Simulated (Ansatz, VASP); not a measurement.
Two plane-wave programs on Be2CN

```
CELL_PARAMETERS angstrom
3.03488 0.00000 0.00000
-1.51744 2.62828 0.00000
0.00000 0.00000 3.92890
ATOMIC_POSITIONS crystal
Be 0.00000 0.00000 0.94365
Be 0.33333 0.66667 0.44365
C 0.00000 0.00000 0.44365
N 0.33333 0.66667 0.94365
```

Alike in both runs: functional PBE; k mesh 6 × 6 × 4; occupations gaussian, width 0.1 eV; no spin polarisation.

Ansatz relaxed the structure, and its values are those at the end. VASP's run is a single point on that final structure, the one shown.

|  | VASP | Ansatz |
| --- | --- | --- |
| version | VASP 6.6.1 | Ansatz 0.2.0 |
| potentials or method | VASP PAW PBE potentials, release 64 (Be, C, N), cutoff 520 eV | scalar-relativistic, plane waves, PAW |
| valence electrons in the cell | 13 | 13 |

VASP gave:

```
gap on the k mesh at the Fermi level (eV) : none
pressure (GPa)                            : 0.3
```

Problem. What did Ansatz give for the same quantities?

Solution. gap on the k mesh at the Fermi level (eV): none; pressure (GPa): 0.1.

A gap of «none» marks a metal or a gap that the smearing closes.

The k mesh is coarse, so the values compare programs but aren't converged.
